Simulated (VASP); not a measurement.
# InP (I4/mmm) in VASP: further runs

The runs below take InP through electric field gradients, with PBEsol.

Everything below comes from runs of VASP 6.6.1. Logs are shortened: lines on timing, memory, paths and dates and some standing lists are left out, and cuts for length are marked.

## 1. The cell of the first run

It takes space group I4/mmm (No. 139, tetragonal). The conventional cell has a = 4.038 Å, b = 4.038 Å, c = 5.596 Å, α = 90.00°, β = 90.00°, γ = 90.00°. In (site symmetry 4/mmm) has 6 P at 2.80 to 2.85 Å within 3.7 Å. P (site symmetry 4/mmm) has 6 In at 2.80 to 2.85 Å within 3.7 Å.

## 2. Electric field gradients, PBEsol (zz strain of -2 %)

Input file INCAR:

```
SYSTEM = InP
PREC = Accurate ; ENCUT = 520
EDIFF = 1E-8 ; ISMEAR = -1
SIGMA = 0.03 ; LREAL = .FALSE.
LASPH = .TRUE. ; NELM = 100
ALGO = Normal ; ISIF = 2
LWAVE = .FALSE. ; LCHARG = .FALSE.
GGA = PS ; LEFG = .TRUE.
NBANDS = 16
```

Input file KPOINTS:

```
regular mesh
0
G
  11 11 11
  0 0 0
```

Input file POSCAR:

```
InP
1.0
    0.0000000000      2.8550000000      2.7979000000
    2.8550000000      0.0000000000      2.7979000000
    2.8550000000      2.8550000000      0.0000000000
In P
1 1
Direct
    0.0000000000      0.0000000000      0.0000000000
    0.5000000000      0.5000000000      0.5000000000
```

Potentials or basis: VASP PAW PBE potentials, release 64 (In_d, P).

Started as:

```
cat potpaw_PBE.64/In_d/POTCAR potpaw_PBE.64/P/POTCAR > POTCAR
mpirun -np 1 vasp_std > vasp.out
```

OUTCAR:

```text
SYSTEM = InP
   PREC = Accurate
   ENCUT = 520
   EDIFF = 1E-8
   ISMEAR = -1
   LREAL = .FALSE.
   LASPH = .TRUE.
   NELM = 100
   ISIF = 2
   GGA = PS

 ion  position               nearest neighbor table
   1  0.000  0.000  0.000-   2 2.80   2 2.80   2 2.85   2 2.85   2 2.85   2 2.85
   2  0.500  0.500  0.500-   1 2.80   1 2.80   1 2.85   1 2.85   1 2.85   1 2.85

  LATTYP: Found a body centered tetragonal cell.
 ALAT       =     4.0375797206
 C/A-ratio  =     1.3859292911

  Lattice vectors:

 A1 = (   0.0000000000,  -2.8550000000,  -2.7979000000)
 A2 = (   0.0000000000,   2.8550000000,  -2.7979000000)
 A3 = (   2.8550000000,   0.0000000000,   2.7979000000)

Analysis of symmetry for initial positions (statically):
=====================================================================
 Subroutine PRICEL returns:
 Original cell was already a primitive cell.

 Routine SETGRP: Setting up the symmetry group for a
 body centered tetragonal supercell.

 Subroutine GETGRP returns: Found 16 space group operations
 (whereof 16 operations were pure point group operations)
 out of a pool of 16 trial point group operations.

The static configuration has the point symmetry D_4h.

Analysis of symmetry for dynamics (positions and initial velocities):
=====================================================================
 Subroutine PRICEL returns:
 Original cell was already a primitive cell.

 Routine SETGRP: Setting up the symmetry group for a
 body centered tetragonal supercell.

 Subroutine GETGRP returns: Found 16 space group operations
 (whereof 16 operations were pure point group operations)
 out of a pool of 16 trial point group operations.

The dynamic configuration has the point symmetry D_4h.

 Subroutine INISYM returns: Found 16 space group operations
 (whereof 16 operations are pure point group operations),
 and found     1 'primitive' translations

----------------------------------------------------------------------------------------

                                     Primitive cell

  volume of cell :      45.6115

  direct lattice vectors                    reciprocal lattice vectors
     0.000000000  2.855000000  2.797900000    -0.175131349  0.175131349  0.178705458
     2.855000000  0.000000000  2.797900000     0.175131349 -0.175131349  0.178705458
     2.855000000  2.855000000  0.000000000     0.175131349  0.175131349 -0.178705458

  length of vectors
     3.997407836  3.997407836  4.037579721     0.305413849  0.305413849  0.305413849

  position of ions in fractional coordinates (direct lattice)
     0.000000000  0.000000000  0.000000000
     0.500000000  0.500000000  0.500000000

  ion indices of the primitive-cell ions
   primitive index   ion index
                 1           1
                 2           2

----------------------------------------------------------------------------------------

 KPOINTS: regular mesh

Automatic generation of k-mesh.
 Grid dimensions read from file:
 generate k-points for:   11   11   11

 Generating k-lattice:

  Cartesian coordinates                     Fractional coordinates (reciprocal lattice)
    -0.015921032  0.015921032  0.016245951     0.090909091  0.000000000  0.000000000
     0.015921032 -0.015921032  0.016245951     0.000000000  0.090909091  0.000000000
     0.015921032  0.015921032 -0.016245951     0.000000000  0.000000000  0.090909091

  Length of vectors
     0.027764895  0.027764895  0.027764895

  Shift w.r.t. Gamma in fractional coordinates (k-lattice)
     0.000000000  0.000000000  0.000000000

 Subroutine IBZKPT returns following result:
 ===========================================

 Found    126 irreducible k-points:

 Following reciprocal coordinates:
            Coordinates               Weight
  0.000000  0.000000  0.000000      1.000000
  0.090909  0.000000  0.000000      8.000000
  0.181818 -0.000000  0.000000      8.000000
  0.272727  0.000000  0.000000      8.000000
  0.363636  0.000000  0.000000      8.000000
  0.454545  0.000000  0.000000      8.000000
[... 16 lines left out ...]
 -0.272727  0.181818  0.000000      8.000000
 -0.181818  0.181818  0.000000      4.000000
 [... further k-points ...]
   k-points           NKPTS =    126   k-points in BZ     NKDIM =    126   number of bands    NBANDS=     16
   number of dos      NEDOS =    301   number of ions     NIONS =      2
   total plane-waves  NPLWV =  27000
   dimension x,y,z NGX =    30 NGY =   30 NGZ =   30
   dimension x,y,z NGXF=    60 NGYF=   60 NGZF=   60
   ions per type =               1   1
   NGX,Y,Z   is equivalent  to a cutoff of  12.48, 12.48, 12.35 a.u.
   NGXF,Y,Z  is equivalent  to a cutoff of  24.95, 24.95, 24.70 a.u.
 SYSTEM =  InP
   PREC   = accura    normal or accurate (medium, high low for compatibility)
   ISTART =      0    job   : 0-new  1-cont  2-samecut
   ICHARG =      2    charge: 1-file 2-atom 10-const
   ISPIN  =      1    spin polarized calculation?
   LNONCOLLINEAR =      F non collinear calculations
   LSORBIT =      F    spin-orbit coupling
   LASPH  =      T    aspherical Exc in radial PAW
   ENCUT  =  520.0 eV  38.22 Ry    6.18 a.u.   7.43  7.43  7.51*2*pi/ulx,y,z
   NELM   =    100;   NELMIN=  2; NELMDL= -5     # of ELM steps
   EDIFF  = 0.1E-07   stopping-criterion for ELM
   LREAL  =      F    real-space projection
   EDIFFG = 0.1E-06   stopping-criterion for IOM
   NSW    =      0    number of steps for IOM
   IBRION =     -1    ionic relax: 0-MD 1-quasi-New 2-CG
   NFREE  =      0    steps in history (QN), initial steepest desc. (CG)
   ISIF   =      2    stress and relaxation
   ISYM   =      2    0-nonsym 1-usesym 2-fastsym
   POTIM  = 0.5000    time-step for ionic-motion
   TEBEG  =    0.0;   TEEND  =   0.0 temperature during run
   PSTRESS=    0.0 pullay stress
   NELECT =      18.0000    total number of electrons
   NUPDOWN=      -1.0000    fix difference up-down
   EMIN   =  10.00;   EMAX   =-10.00  energy-range for DOS
   EFERMI =   0.00;   METHOD = LEGACY
   ISMEAR =    -1;   SIGMA  =   0.03  broadening in eV -4-tet -1-fermi 0-gaus
   EFERMI_NEDOS =   21; number of points for ismear=-14 and -15
   IALGO  =     38    algorithm
   IMIX   =      4    mixing-type and parameters
     AMIX     =   0.40;   BMIX     =  1.00
     AMIX_MAG =   1.60;   BMIX_MAG =  1.00
  volume/ion in A,a.u.               =      22.81       153.90
  Fermi-wavevector in a.u.,A,eV,Ry     =   1.200810  2.269201 19.618839  1.441944
  Thomas-Fermi vector in A             =   2.336636
   LORBIT       =      0    0 simple, 1 ext, 2 COOP (PROOUT), +10 PAW based schemes
   GGA     = PS    functional components
   LHFCALC =     F    Hartree Fock is set to
   AEXX    =    0.0000 exact exchange contribution
   IVDW    =     0    specifies the selected vdW correction
   LEPSILON=     F    determine dielectric tensor
   LRPA    =     F    only Hartree local field effects (RPA)
 non-spin polarized calculation
  energy-cutoff  :      520.00
  volume of cell :       45.61
 maximum number of plane-waves:      1250
 NGX is ok and might be reduce to    30
   NGX = 15   NGY = 15   NGZ = 15

 number of electron      17.9999992 magnetization

 Free energy of the ion-electron system (eV)
  ---------------------------------------------------
  ext. energy  EPLUGINS =         0.00000000
  ---------------------------------------------------
  free energy    TOTEN  =        -8.67169184 eV

  energy without entropy =       -8.66918526  energy(sigma->0) =       -8.67043855

 E-fermi :   6.0546     XC(G=0): -10.2271

 val. band max:        6.0460116110   @ k =  -0.4545  -0.0000   0.0909
 cond. band min:       6.0600965952   @ k =  -0.0909  -0.0000   0.0909
 fundamental gap:      0.0140849842
 Fermi energy:         6.0546366418

 k-point     1 :       0.0000    0.0000    0.0000
  band No.  band energies     occupation
      1      -7.9779      2.00000
      2      -7.9745      2.00000
      3      -7.9604      2.00000
      4      -7.9604      2.00000
      5      -7.9528      2.00000
      6      -5.4404      2.00000
[... 8 lines left out ...]
     15      13.8589      0.00000
     16      14.4472      0.00000

 k-point     2 :       0.0909    0.0000    0.0000
  band No.  band energies     occupation
      1      -7.9809      2.00000
      2      -7.9772      2.00000
      3      -7.9592      2.00000
      4      -7.9559      2.00000
      5      -7.9500      2.00000
      6      -5.3455      2.00000
[... 8 lines left out ...]
     15      13.7015      0.00000
     16      14.1655      0.00000
[... 387 lines left out ...]
      5      -7.9151      2.00000
      6      -3.9523      2.00000
[... 8 lines left out ...]
     15      16.1307      0.00000
     16      17.9663      0.00000

 k-point    24 :      -0.1818    0.1818    0.0000
  band No.  band energies     occupation
      1      -8.0173      2.00000
      2      -7.9998      2.00000
      3      -7.9551      2.00000
      4      -7.9307      2.00000
      5      -7.9189      2.00000
      6      -4.4636      2.00000
[... 8 lines left out ...]
     15      16.0330      0.00000
     16      16.8726      0.00000

 [... further k-points ...]
[... 5 lines left out ...]
  --------------------------------------------------------------------------------------
  -------------------------------------------------------------------------------------
  Total       -2.2472203     -2.2472203     -1.7400144      0.0000000      0.0000000     -0.0000000
  in kB      -78.9372188    -78.9372188    -61.1207996      0.0000000      0.0000000     -0.0000000
  external PRESSURE =     -72.9984124 kB  Pullay stress =       0.0000000 kB

 VOLUME and BASIS-vectors are now :
 -----------------------------------------------------------------------------
  energy-cutoff  :      520.00
  volume of cell :       45.61
      direct lattice vectors                 reciprocal lattice vectors
     0.000000000  2.855000000  2.797900000    -0.175131349  0.175131349  0.178705458
     2.855000000  0.000000000  2.797900000     0.175131349 -0.175131349  0.178705458
     2.855000000  2.855000000  0.000000000     0.175131349  0.175131349 -0.178705458

 POSITION                                       TOTAL-FORCE (eV/Angst)
 -----------------------------------------------------------------------------------
      0.00000      0.00000      0.00000        -0.000000      0.000000      0.000000
      2.85500      2.85500      2.79790         0.000000     -0.000000     -0.000000
 -----------------------------------------------------------------------------------
    total drift:                               -0.000000      0.000000      0.000000

  FREE ENERGIE OF THE ION-ELECTRON SYSTEM (eV)
  ---------------------------------------------------
  free  energy   TOTEN  =        -8.6716918365 eV

  energy  without entropy=       -8.6691852601  energy(sigma->0) =       -8.67043855

 Electric field gradients (V/A^2)
---------------------------------------------------------------------
 ion       V_xx      V_yy      V_zz      V_xy      V_xz      V_yz
---------------------------------------------------------------------
   1       9.569     9.569   -19.139    -0.001    -0.000    -0.000
   2      -0.717    -0.717     1.435    -0.000    -0.000    -0.000
---------------------------------------------------------------------

 Electric field gradients after diagonalization (V/A^2)
 (convention: |V_zz| > |V_xx| > |V_yy|)
----------------------------------------------------------------------
 ion       V_xx      V_yy      V_zz     asymmetry (V_yy - V_xx)/ V_zz
----------------------------------------------------------------------
   1       9.570     9.569   -19.139       0.000
   2      -0.717    -0.717     1.435       0.000
----------------------------------------------------------------------

           NMR quadrupolar parameters

 Cq : quadrupolar parameter    Cq=e*Q*V_zz/h
 eta: asymmetry parameters     (V_yy - V_xx)/ V_zz
 Q  : nuclear electric quadrupole moment in mb (millibarn)
----------------------------------------------------------------------
 ion       Cq(MHz)       eta       Q (mb)
----------------------------------------------------------------------
   1      -0.046       0.000       1.000
   2       0.003       0.000       1.000
----------------------------------------------------------------------
```

Run time: 2.2 min. Hardware: 1 thread of Intel Xeon 8259CL, shared host; peak memory 0.23 GiB.

Results:

```yaml
Free_energy: -8.6717 eV
Pressure: -7.3 GPa
Band_gap_on_the_k_mesh: zero (bands 9 and 10 overlap by 2.45 eV)
Largest_electric_field_gradient_by_atom: In -19.1; P +1.4 V/Å²
```

Electric field gradients, principal values (V/Å²):
```
atom   least  middle  greatest (by size)
1 In   9.569   9.570             -19.139
 2 P  -0.717  -0.717               1.435
```

Caveat: the cell differs from its parent crystal (zz strain of -2 %); the cell stands under tension; without QUAD_EFG the Cq values of the log hold for a quadrupole moment of 1 mb, not for the nuclei; the PAW data sets were made with another functional, which shifts forces and pressure a little; spin-orbit coupling is left out, which moves the levels of the heavy elements.

[end of part 1 of 2]
